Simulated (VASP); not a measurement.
# Al (P6_3/mmc) in VASP: notebook, part 2 of 2

VASP 6.6.1. The steps go on from the part before.

**5. Relaxation of cell and atoms, PBE+D3(BJ)**

This run uses another cell than the first one, of 15.92 Å³/atom, 0.980 times its volume.

Contents of INCAR:

```
SYSTEM = Al
ALGO = Normal
EDIFF = 1E-6
EDIFFG = -0.001
ENCUT = 600
GGA = PE
IBRION = 2
ISIF = 3
ISMEAR = -1
IVDW = 12
LASPH = .TRUE.
LCHARG = .FALSE.
LREAL = .FALSE.
LWAVE = .FALSE.
NELM = 100
NSW = 80
PREC = Accurate
SIGMA = 0.15
```

Contents of KPOINTS:

```
k-points
0
G
  18 18 10
  0 0 0
```

Contents of POSCAR:

```
Al
1.0
    2.8038237563      0.0000000000      0.0000000000
   -1.4019118781      2.4281826007      0.0000000000
    0.0000000000      0.0000000000      4.6763980349
Al
2
Direct
    0.6666666667      0.3333333333      0.7500000000
    0.3333333333      0.6666666667      0.2500000000
```

Potentials or basis: VASP PAW PBE potentials, release 64 (Al).

On the command line:

```console
> cat potpaw_PBE.64/Al/POTCAR > POTCAR
> mpirun -np 1 vasp_std > vasp.out
```

OUTCAR:

```text
SYSTEM = Al
   EDIFF = 1E-6
   EDIFFG = -0.001
   ENCUT = 600
   GGA = PE
   IBRION = 2
   ISIF = 3
   ISMEAR = -1
   IVDW = 12
   LASPH = .TRUE.
   LREAL = .FALSE.
   NELM = 100
   NSW = 80
   PREC = Accurate
 IVDW          = 12

 ion  position               nearest neighbor table
   1  0.667  0.333  0.750-   2 2.84   2 2.84   2 2.84   2 2.84   2 2.84   2 2.84
   2  0.333  0.667  0.250-   1 2.84   1 2.84   1 2.84   1 2.84   1 2.84   1 2.84

  LATTYP: Found a hexagonal cell.
 ALAT       =     2.8038237563
 C/A-ratio  =     1.6678644741

  Lattice vectors:

 A1 = (   2.8038237563,   0.0000000000,   0.0000000000)
 A2 = (  -1.4019118781,   2.4281826007,   0.0000000000)
 A3 = (   0.0000000000,   0.0000000000,   4.6763980349)

Analysis of symmetry for initial positions (statically):
=====================================================================
 Subroutine PRICEL returns:
 Original cell was already a primitive cell.

[... 373 lines left out ...]

 Free energy of the ion-electron system (eV)
  ---------------------------------------------------
  ext. energy  EPLUGINS =         0.00000000
  ---------------------------------------------------
  free energy    TOTEN  =        -7.44103898 eV

  energy without entropy =       -7.37806817  energy(sigma->0) =       -7.40955357

 E-fermi :   8.3749     XC(G=0): -10.3271

 val. band max:        8.3707287213   @ k =   0.3333   0.2222   0.1000
 cond. band min:       8.3820809064   @ k =   0.3333   0.0556   0.1000
 fundamental gap:      0.0113521850
 Fermi energy:         8.3749494631

 k-point     1 :       0.0000    0.0000    0.0000
  band No.  band energies     occupation
      1      -3.0095      2.00000
      2       3.5975      2.00000
      3       3.8416      2.00000
      4      19.3769      0.00000
      5      19.3769      0.00000
      6      19.6617      0.00000
      7      19.6617      0.00000
[... 221 lines left out ...]
 k-point    24 :       0.3889    0.1111    0.0000
  band No.  band energies     occupation
      1       2.0345      2.00000
      2       4.6439      2.00000
      3       8.3252      1.16429
      4       8.7817      0.12458
      5      10.6997      0.00000
      6      11.0292      0.00000
      7      12.3341      0.00000

 [... further k-points ...]

------------------------ aborting loop because EDIFF is reached ----------------------------------------

 Edisp (eV)   -0.69777

 E8    (eV) :    -0.3121
[... 25 lines left out ...]
  FREE ENERGIE OF THE ION-ELECTRON SYSTEM (eV)
  ---------------------------------------------------
  free  energy   TOTEN  =        -8.1388114000 eV

  energy  without entropy=       -8.0758405900  energy(sigma->0) =       -8.10732599

 reached required accuracy - stopping structural energy minimisation
```

OSZICAR:

```text
N       E                     dE             d eps       ncg     rms          rms(c)
DAV:   1     0.107935265567E+01    0.10794E+01   -0.26340E+03  3108   0.764E+02
[... 30 lines left out ...]
DAV:   2    -0.744099586872E+01    0.20424E-05   -0.21829E-06  3514   0.114E-02    0.560E-03
DAV:   3    -0.744099456332E+01    0.13054E-05   -0.11912E-06  2121   0.563E-03    0.905E-04
DAV:   4    -0.744099449262E+01    0.70699E-07   -0.65761E-08  1645   0.204E-03
   5 F= -.81388114E+01 E0= -.81073281E+01  d E =-.969917E-04
       N       E                     dE             d eps       ncg     rms          rms(c)
DAV:   1    -0.744103899614E+01   -0.44433E-04   -0.10728E-06  2772   0.616E-03    0.677E-04
DAV:   2    -0.744103897780E+01    0.18340E-07   -0.13866E-08  1582   0.967E-04
   6 F= -.81388114E+01 E0= -.81073260E+01  d E =-.969744E-04
```

Wall time 55 s (1 thread of Intel Xeon 6975P-C, shared host); peak memory 0.2 GiB.

Results:

```yaml
Free_energy: -8.1388 eV
Relaxed_volume: 15.93 Å³/atom
Relaxed_cell: a = 2.816 Å, b = 2.816 Å, c = 4.637 Å, α = 90.00°, β = 90.00°, γ = 120.00°
Space_group_after_relaxing_to_0.05_Å: P6_3/mmc (No. 194)
Energy_gained_by_relaxing: 0.3 meV/atom
Ionic_steps: 6
Pressure_after_relaxing: 0.0 GPa
Band_gap_on_the_k_mesh: zero (band 3 reaches 12.53 eV, above the bottom of band 4 at 5.13 eV)
Dispersion_energy_per_atom: -0.349 eV
```

The path:
| step | energy change (eV) | largest force (eV/Å) | pressure (GPa) | volume (Å³) |
| --- | --- | --- | --- | --- |
| 1 | 0.0000 | 0.0000 | 0.08 | 31.84 |
| 2 | -0.0003 | 0.0000 | -0.03 | 31.87 |
| 3 | -0.0005 | 0.0000 | -0.24 | 31.95 |
| 4 | -0.0006 | 0.0000 | 0.09 | 31.82 |
| 5 | -0.0006 | 0.0000 | 0.01 | 31.85 |
| 6 | -0.0006 | 0.0000 | 0.01 | 31.85 |

Final structure:
```xyz
2
Lattice="2.8164 0.0000 0.0000 -1.4082 2.4391 0.0000 0.0000 0.0000 4.6367" Properties=species:S:1:pos:R:3 pbc="T T T"
Al    1.4082    0.8130    3.4775
Al    0.0000    1.6261    1.1592
```

Levels at points of the mesh, in eV from the Fermi level:
```tsv
k point	band 1	band 2	band 3	band 4	band 5	band 6	band 7
(0.00, 0.00, 0.00)	-11.38	-4.78	-4.53	11.00	11.00	11.29	11.29
(0.50, 0.00, 0.00)	-5.38	-5.25	0.60	1.13	1.45	1.79	5.86
(0.00, 0.00, 0.50)	-9.67	-9.67	3.36	3.36	12.15	12.15	12.15
(0.50, 0.00, 0.50)	-4.02	-4.02	-3.24	-3.24	7.32	7.32	7.66
```

Caveat: pairwise dispersion overbinds metals, which lowers pressure and volume.

**6. Summary**

| task | cell | cutoff (eV) | gap on the mesh (eV) | pressure (GPa) |
| --- | --- | --- | --- | --- |
| single point | a = 2.835, b = 2.835, c = 4.669 Å, angles 90.0, 90.0, 120.0°, 2 atoms | 520 | none | -1.6 |
| relaxation of cell and atoms | relaxed to 8 GPa from a = 2.787, b = 2.787, c = 4.581 Å, angles 90.0, 90.0, 120.0°, 2 atoms | 600 | none | 8.0 |
| relaxation of shape and atoms at fixed volume | relaxed from a = 2.798, b = 2.798, c = 4.605 Å, angles 90.0, 90.0, 120.0°, 2 atoms | 600 | none | 1.7 |
| relaxation of cell and atoms | relaxed from a = 2.804, b = 2.804, c = 4.676 Å, angles 90.0, 90.0, 120.0°, 2 atoms | 600 | none | 0.0 |

Alike in all rows: level PBE+D3(BJ); potentials or basis VASP PAW PBE potentials, release 64 (Al); no spin polarisation; k mesh 18 × 18 × 10; smearing fermi-dirac 0.15 eV.

Caveats: pairwise dispersion overbinds metals, which lowers pressure and volume; the cell is relaxed towards a set pressure, so the enthalpy falls and the energy may rise (some runs).

Absolute energies hang on the potentials; compare differences alone.
